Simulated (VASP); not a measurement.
Write the native input for VASP 6.6.1 that does the following.

```
Task                   : dielectric tensor
Functional             : r2SCAN
Potentials or basis    : VASP PAW PBE potentials, release 64 (Al, N)
Cutoff                 : 520 eV
k mesh                 : 9 × 9 × 6
Occupations            : gaussian, width 0.01 eV
Spin                   : no spin polarisation
Dipole correction      : no
Further INCAR settings : ALGO = Normal; EDIFF = 1e-08
```

The structure of AlN lies in POSCAR:

```
AlN
1.0
    3.2923469533      0.0000000000      0.0000000000
   -1.6461734767      2.8512560996      0.0000000000
    0.0000000000      0.0000000000      4.1369585597
Al N
2 2
Direct
    0.3333333333      0.6666666667      0.2500000000
    0.6666666667      0.3333333333      0.7500000000
    0.6666666667      0.3333333333      0.2500000000
    0.3333333333      0.6666666667      0.7500000000
```

The input as run:

INCAR

```
SYSTEM = AlN
ALGO = Normal
EDIFF = 1E-8
ENCUT = 520
ISIF = 2
ISMEAR = 0
LASPH = .TRUE.
LCALCEPS = .TRUE.
LCHARG = .FALSE.
LMIXTAU = .TRUE.
LREAL = .FALSE.
LWAVE = .FALSE.
METAGGA = R2SCAN
NELM = 60
PREC = Accurate
SIGMA = 0.01
```

KPOINTS

```
k-points
0
G
  9 9 6
  0 0 0
```

Potentials or basis: VASP PAW PBE potentials, release 64 (Al, N).

The run is started by

```console
$ cat potpaw_PBE.64/Al/POTCAR potpaw_PBE.64/N/POTCAR > POTCAR
$ mpirun -np 1 vasp_std > vasp.out
```

It gave:

| Quantity | Value |
| --- | --- |
| Band gap on the k mesh | 4.06 eV, direct |
| Electronic dielectric tensor (diagonal) | 4.16, 4.16, 4.54 |
| Born charges (mean of the diagonal) | Al +2.70; N -2.70 e |

Wall time 18 min on 1 thread of Intel Xeon 6975P-C (shared host), peak memory 0.42 GiB.
